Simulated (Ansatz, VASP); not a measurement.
Zn: VASP beside Ansatz

INCAR

```
SYSTEM = Zn
PREC     = Accurate       ! precision mode
ENCUT    = 520            ! plane-wave cutoff, eV
EDIFF    = 1E-8           ! SCF threshold, eV
ISMEAR   = -1             ! smearing method
SIGMA    = 0.03           ! smearing width, eV
LREAL    = .False.        ! projectors in reciprocal space
LASPH    = .True.         ! aspherical terms in the spheres
NELM     = 80             ! most SCF steps
ALGO     = Normal         ! electronic algorithm
ISIF     = 2              ! what is computed and relaxed
LWAVE    = .False.        ! write WAVECAR
LCHARG   = .False.        ! write CHGCAR
GGA      = PS             ! functional
LEFG     = .True.       
NBANDS   = 19             ! bands
```

File KPOINTS:

```
Automatic mesh
0
Gamma
  18 18 8
  0 0 0
```

Contents of POSCAR:

```
Zn
1.0
    2.7180940143      0.0000000000      0.0000000000
   -1.3590470071      2.3539384662      0.0000000000
    0.0000000000      0.0000000000      4.9467000000
Zn
2
Direct
    0.3333333333      0.6666666667      0.2500000000
    0.6666666667      0.3333333333      0.7500000000
```

Input for Ansatz:

```yaml
crystal:
  lattice:
    - [2.7180940143, 0.0, 0.0]
    - [-1.3590470071, 2.3539384662, 0.0]
    - [0.0, 0.0, 4.9467]
  atoms:
    - { symbol: Zn, position: [0.3333333333, 0.6666666667, 0.25] }
    - { symbol: Zn, position: [0.6666666667, 0.3333333333, 0.75] }
kpoints:
  mp_grid: { grid: [18, 18, 8] }
scf:
  occupations: { method: fermi_dirac, width: 0.03 }
hamiltonian:
  xc: pbesol
  pseudopotentials: { kind: paw }
output:
  forces: true
  stress: true
  eigenvalues: true
  efg: { contact_densities: true }
  write_density: true
  write_potential: true
  elf: true
  volumetric_format: npy
```

Change from the starting cell: equal xx and yy strain of +2 %, PAW files.

Alike in both runs: task electric field gradients; functional PBEsol; k mesh 18 × 18 × 8; occupations fermi-dirac, width 0.03 eV; no spin polarisation.

```csv
,VASP,Ansatz
version,VASP 6.6.1,Ansatz 0.2.0
potentials or method,"VASP PAW PBE potentials, release 64 (Zn)","PAW with Ansatz's default frozen-core files, scalar-relativistic"
plane-wave cutoff (eV),520,420
valence electrons in the cell,24,24
```

|  | VASP | Ansatz | Ansatz less VASP |
| --- | --- | --- | --- |
| pressure (GPa) | -7.4 | -7.7 | -0.30 |
| traceless stress, the component that is largest in VASP (GPa) | 2.01 | 2.11 | +0.095 |
| size of Vzz on the site where it differs most (V/Å²) | 27.2 | 27.2 | -0.02 |

VASP's potentials were made for PBE, not for PBEsol.
